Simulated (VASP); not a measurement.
A run of VASP 6.6.1:

Contents of POSCAR:

```
ZnO
1.0
    3.2351576527      0.0000000000      0.0000000000
   -1.6175788264      2.8017287125      0.0000000000
    0.0000000000      0.0000000000      5.2110795600
Zn O
2 2
Direct
    0.3333333333      0.6666666667     -0.0529834722
    0.6666666667      0.3333333333      0.4470165278
    0.3333333333      0.6666666667      0.4349834722
    0.6666666667      0.3333333333      0.9349834722
```

File INCAR.step1:

```
SYSTEM = ZnO
PREC = Accurate ; ENCUT = 520
ISMEAR = 0 ; SIGMA = 0.01
LREAL = .FALSE. ; LASPH = .TRUE.
NELM = 80 ; NBANDS = 26
GGA = PE ; ALGO = Normal
EDIFF = 1E-4 ; LWAVE = .TRUE.
LCHARG = .FALSE.
```

Contents of INCAR.step2:

```
SYSTEM = ZnO
PREC = Accurate ; ENCUT = 520
EDIFF = 1E-7 ; ISMEAR = 0
SIGMA = 0.01 ; LREAL = .FALSE.
LASPH = .TRUE. ; NELM = 80
ALGO = Normal ; ISIF = 2
LWAVE = .FALSE. ; LCHARG = .TRUE.
METAGGA = R2SCAN ; LMIXTAU = .TRUE.
LELF = .TRUE. ; LVHAR = .TRUE.
NBANDS = 26 ; ISTART = 1
```

File KPOINTS:

```
regular mesh
0
G
  12 12 8
  0 0 0
```

Potentials or basis: VASP PAW PBE potentials, release 64 (Zn, O).

Run with:

```sh
$ cat potpaw_PBE.64/Zn/POTCAR potpaw_PBE.64/O/POTCAR > POTCAR
$ cp INCAR.step1 INCAR
$ mpirun -np 1 vasp_std > vasp.out
$ cp INCAR.step2 INCAR
$ mpirun -np 1 vasp_std > vasp.out
```

Hardware: 1 thread of AMD EPYC 9R45 96-Core Processor (Zen 5) (shared host).

Estimate the wall time of this run.

Run time: 4.4 min on 1 thread of AMD EPYC 9R45 96-Core Processor (Zen 5), on a shared host, peak memory 0.21 GiB. Counts: k points 95.
